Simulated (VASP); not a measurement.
AlNi, 2 atoms in the cell. Symmetry: P4/mmm, No. 123, tetragonal system. Conventional cell: a = 2.965 Å, b = 2.965 Å, c = 2.893 Å, α = 90.00°, β = 90.00°, γ = 90.00°. Al (site symmetry 4/mmm) has 8 Ni at 2.55 Å and 6 Al at 2.89 to 2.97 Å within 3.4 Å. Ni (site symmetry 4/mmm) has 8 Al at 2.55 Å and 6 Ni at 2.89 to 2.97 Å within 3.4 Å.  This cell differs from its parent crystal: strain +0.025 along x and y, +0.000 along z.

| Item | Value |
| --- | --- |
| Program | VASP 6.6.1 |
| Task | single point |
| Functional | PBE |
| Potentials or basis | VASP PAW PBE potentials, release 64 (Al, Ni) |
| Cutoff | 520 eV |
| k mesh | 20 × 20 × 20 |
| Occupations | gaussian, width 0.15 eV |
| Spin | no spin polarisation |
| Dipole correction | no |
| Further INCAR settings | ALGO = Fast; EDIFF = 1e-07; NBANDS = 14 |

Potentials or basis: VASP PAW PBE potentials, release 64 (Al, Ni).

Launch:

```console
$ cat potpaw_PBE.64/Al/POTCAR potpaw_PBE.64/Ni/POTCAR > POTCAR
$ mpirun -np 1 vasp_std > vasp.out
```

Hardware: 1 thread of Intel Xeon 8259CL (shared host).

Q: Estimate the wall time of this run.

A: Wall time 4.2 min on 1 thread of Intel Xeon 8259CL, on a shared host, peak memory 0.37 GiB. Counts: scf iterations 16, k points 726.
